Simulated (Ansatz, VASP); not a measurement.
**Two plane-wave programs on Cd3Se2S**

```xyz
12
Lattice="4.3272 0.0018 0.0009 0.0031 7.4656 -0.0087 0.0026 -0.0123 10.5795" Properties=species:S:1:pos:R:3 pbc="T T T"
Cd    0.0027   -0.0036    0.0025
Cd    2.1688    3.7298   -0.0027
Cd    0.0036    2.4810    6.9581
Cd    2.1660    6.2137    6.9550
Cd    2.1631    1.2443    3.6214
Cd    4.3243    4.9777    3.6153
Se    0.0075    2.4739    9.6382
Se    2.1717    6.2081    9.6352
Se    2.1618    3.7335    2.6745
Se   -0.0002    0.0007    2.6791
S     2.1669    1.2380    6.1882
S     4.3297    4.9721    6.1832
```

Change from the starting cell: cell x2, atoms moved at random (sigma 0.1 Å) and cell strained at random (1.5 %), then relaxed without symmetry.

Alike in both runs: functional PBE; k mesh 4 × 2 × 2; occupations gaussian, width 0.1 eV; no spin polarisation.

Ansatz relaxed the structure, and its values are those at the end. VASP's run is a single point on that final structure, the one shown.

|  | VASP | Ansatz |
| --- | --- | --- |
| version | VASP 6.6.1 | Ansatz 0.2.0 |
| potentials or method | VASP PAW PBE potentials, release 64 (Cd, Se, S), cutoff 520 eV | scalar-relativistic, plane waves, PAW |
| valence electrons in the cell | 108 | 196 |

Ansatz gave:

```
gap on the k mesh at the Fermi level (eV) : 0.55
least direct gap on the mesh (eV)         : 0.55
pressure (GPa)                            : 0.0
rms of the force components (eV/Å)        : 0.004
```

**Question.** Which values does VASP return?

**Answer.** gap on the k mesh at the Fermi level (eV): 0.55; least direct gap on the mesh (eV): 0.55; pressure (GPa): 0.2; rms of the force components (eV/Å): 0.005.

VASP's potentials hold 108 valence electrons a cell and Ansatz's 196, so a difference there can come from the potentials and not from the codes.

The k mesh is coarse, so the values compare programs but aren't converged.
